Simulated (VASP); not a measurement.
Runs of VASP 6.6.1 on Ta. The structure is that of space group I4/mmm (No. 139), or close to it. The cells are those of the table. 

| cell | further INCAR settings | gap on the mesh (eV) | pressure (GPa) |
| --- | --- | --- | --- |
| a = 2.736 Å, angles 113.7, 113.7, 101.2°, 1 atom | ALGO = Fast; EDIFF = 1e-06; NBANDS = 12 | none | 37.1 |
| a = 2.780 Å, angles 118.4, 118.4, 92.7°, 1 atom | ALGO = Fast; EDIFF = 1e-06; NBANDS = 12 | none | (a) |
| a = 2.726 Å, angles 107.5, 107.5, 113.5°, 1 atom | ALGO = Fast; EDIFF = 1e-07; NBANDS = 12 | none | 34.9 |
| a = 2.736 Å, angles 105.7, 105.7, 117.3°, 1 atom | ALGO = Fast; EDIFF = 1e-06; NBANDS = 12 | none | (b) |
| a = 2.856 Å, angles 123.4, 123.4, 84.2°, 1 atom | ALGO = Fast; EDIFF = 1e-06; NBANDS = 12 | none | 41.3 |

Alike in all rows: task single point; level PBEsol; potentials or basis VASP PAW PBE potentials, release 64 (Ta_pv); no spin polarisation; k mesh 22 × 22 × 22; cutoff (eV) 520; smearing gaussian 0.15 eV.

Fill in the values left out.

(a) 42.7; (b) 37.3.

Caveats: the PAW data sets were made with another functional, which shifts forces and pressure a little; spin-orbit coupling is left out, which moves the levels of the heavy elements.

A k mesh can miss the band edges, and the runs leave out spin-orbit coupling on Ta.

A gap of «none» marks levels without a gap at the run's occupations.
